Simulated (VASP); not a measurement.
CoH3: single point with PBE

The system is CoH3.

```
CELL_PARAMETERS angstrom
2.76781 0.00000 0.00000
0.00000 3.12720 0.00000
0.00000 0.00000 4.58229
ATOMIC_POSITIONS crystal
Co 0.50000 0.00000 0.71296
Co 0.00000 0.50000 0.28704
H 0.75000 0.75000 0.00000
H 0.25000 0.25000 0.00000
H 0.25000 0.75000 0.00000
H 0.75000 0.25000 0.00000
H 0.50000 0.00000 0.36549
H 0.00000 0.50000 0.63451
```

```
Program             : VASP 6.6.1
Task                : single point
Functional          : PBE
Potentials or basis : VASP PAW PBE potentials, release 64 (Co, H)
Cutoff              : 520 eV
k mesh              : 3 × 3 × 3
Occupations         : gaussian, width 0.15 eV
Spin                : collinear spin, ferromagnetic start
Starting moments    : [3.0, 3.0, 0.0, 0.0, 0.0, 0.0, 0.0, 0.0] μB
```

```
Pressure                                              : -0.5 GPa
Largest force                                         : 0.070 eV/Å
Net moment                                            : 0.18 μB per cell
Site moments                                          : Co +0.09; H -0.00, +0.00 μB
Valence electrons inside the program's atomic spheres : Co 8.37; H 0.54, 0.52
```

Forces in eV/Å, atoms in the order of the input:
```
Co   0.000  0.000 -0.070
Co   0.000  0.000  0.070
H    0.000  0.000  0.000
H    0.000  0.000  0.000
H    0.000  0.000  0.000
H    0.000  0.000  0.000
H    0.000  0.000  0.027
H    0.000  0.000 -0.027
```

Stress tensor (GPa, compression positive):
```
-0.87  0.00  0.00
 0.00 -0.46  0.00
 0.00  0.00 -0.22
```

Levels at points of the mesh, in eV from the Fermi level:
Spin up:
| k point | band 10 | band 11 | band 12 | band 13 | band 14 | band 15 |
| --- | --- | --- | --- | --- | --- | --- |
| (0.00, 0.00, 0.00) | -0.60 | -0.46 | -0.11 | 1.17 | 1.27 | 4.25 |
Spin down:
```csv
k point,band 10,band 11,band 12,band 13,band 14,band 15
"(0.00, 0.00, 0.00)",-0.49,-0.39,-0.02,1.22,1.32,4.26
```

Wall time 15 s on 1 thread of Intel(R) Xeon(R) Platinum 8488C (Sapphire Rapids) (shared host), peak memory 0.16 GiB.

Caveat: the k points lie up to 0.76 Å⁻¹ apart.
